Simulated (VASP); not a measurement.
A run of VASP 6.6.1 is set up as follows.

The input POSCAR:

```
ZnS
1.0
    3.8065185603      0.0000000000      0.0000000000
   -1.9032592801      3.2965417732      0.0000000000
    0.0000000000      0.0000000000      6.1199068262
Zn S
2 2
Direct
    0.3333333333      0.6666666667     -0.0015153939
    0.6666666667      0.3333333333      0.4984846061
    0.3333333333      0.6666666667      0.3765153939
    0.6666666667      0.3333333333      0.8765153939
```

Contents of INCAR.step1:

```
ALGO = Normal ; EDIFF = 1E-4
ENCUT = 520 ; GGA = PE
ISMEAR = 0 ; LASPH = T
LCHARG = F ; LREAL = F
LWAVE = T ; NBANDS = 26
NELM = 80 ; PREC = Accurate
SIGMA = 0.02
```

File INCAR.step2:

```
ALGO = Normal ; EDIFF = 1E-6
ENCUT = 520 ; ISIF = 2
ISMEAR = 0 ; ISTART = 1
LASPH = T ; LCHARG = F
LMIXTAU = T ; LREAL = F
LWAVE = F ; METAGGA = R2SCAN
NBANDS = 26 ; NELM = 80
PREC = Accurate ; SIGMA = 0.02
```

Contents of KPOINTS:

```
k-points
0
Gamma
  6 6 4
```

Potentials or basis: VASP PAW PBE potentials, release 64 (Zn, S).

Command:

```sh
$ cat potpaw_PBE.64/Zn/POTCAR potpaw_PBE.64/S/POTCAR > POTCAR
$ cp INCAR.step1 INCAR
$ mpirun -np 1 vasp_std > vasp.out
$ cp INCAR.step2 INCAR
$ mpirun -np 1 vasp_std > vasp.out
```

Question: What does it give for the pressure?

Answer: 1.8 GPa.

Question: Estimate the band gap on the k mesh.

Answer: 2.93 eV, direct.

Stress tensor (GPa, compression positive):
```
1.06 0.00 0.00
0.00 1.06 0.00
0.00 0.00 3.25
```

Caveat: the cell differs from its parent crystal (strain along c alone, the other axes held: -2.0 %, then relaxed in part); the PAW data sets were made with another functional, which shifts forces and pressure a little.
